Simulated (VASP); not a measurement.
# AlGa3N4: single point with PBEsol

Crystal: AlGa3N4.

```xyz
8
Lattice="4.4676 0.0000 0.0000 0.0000 4.4676 0.0000 0.0000 0.0000 4.4676" Properties=species:S:1:pos:R:3 pbc="T T T"
Al    0.0000    0.0000    0.0000
Ga    2.2338    2.2338    0.0000
Ga    2.2338    0.0000    2.2338
Ga    0.0000    2.2338    2.2338
N     3.3732    3.2671    1.2005
N     3.3732    1.0944    3.3732
N     1.0944    3.3732    3.3732
N     1.0944    1.0944    1.0944
```

This cell differs from its parent crystal: atom 5 (N) moved -0.150 Å towards its neighbour atom 6 (N) at 3.096 Å.

```
Program             : VASP 6.6.1
Task                : single point
Functional          : PBEsol
Potentials or basis : VASP PAW PBE potentials, release 64 (Al, Ga_d, N)
Cutoff              : 520 eV
k mesh              : 6 × 6 × 6
Occupations         : gaussian, width 0.05 eV
Spin                : no spin polarisation
```

```yaml
Pressure: 0.6 GPa
Largest_force: 2.888 eV/Å
Band_gap_on_the_k_mesh: 2.22 eV
```

Forces on the atoms (eV/Å):
```
Al  -0.284 -0.447  0.447
Ga   0.015 -0.079  0.092
Ga   0.015 -0.092  0.079
Ga   0.790 -0.840  0.840
N   -0.539  2.006 -2.006
N   -0.015 -0.290  0.290
N    0.009  0.023  0.280
N    0.009 -0.280 -0.023
```

Stress tensor (GPa, compression positive):
```
 0.78 -1.82  1.82
-1.82  0.50 -0.59
 1.82 -0.59  0.50
```

Levels at points of the mesh, in eV from the valence-band top:
```
           k point  band 28  band 29  band 30  band 31  band 32  band 33  band 34  band 35
(0.00, 0.00, 0.00)    -2.45    -0.13    -0.01     0.00     2.22     3.18     3.22     3.27
(0.50, 0.00, 0.00)    -1.56    -1.52    -1.30    -1.29     4.78     4.83     6.00     6.06
(0.00, 0.50, 0.00)    -1.63    -1.55    -1.29    -1.19     4.79     4.81     6.02     6.03
(0.50, 0.50, 0.00)    -1.07    -1.04    -0.90    -0.78     6.52     6.64     6.99     7.16
(0.00, 0.50, 0.50)    -1.06    -0.98    -0.95    -0.79     6.70     6.71     6.78     6.87
(0.50, 0.50, 0.50)    -0.82    -0.78    -0.77    -0.68     4.81     4.84     4.96     6.16
```

Run time: 2.4 min on 1 thread of AMD EPYC 9R45 96-Core Processor (Zen 5), with other jobs on the host, peak memory 0.3 GiB.

Caveat: the cell differs from its parent crystal (atom 5 (N) moved -0.150 Å towards its neighbour atom 6 (N) at 3.096 Å); the PAW data sets were made with another functional, which shifts forces and pressure a little.
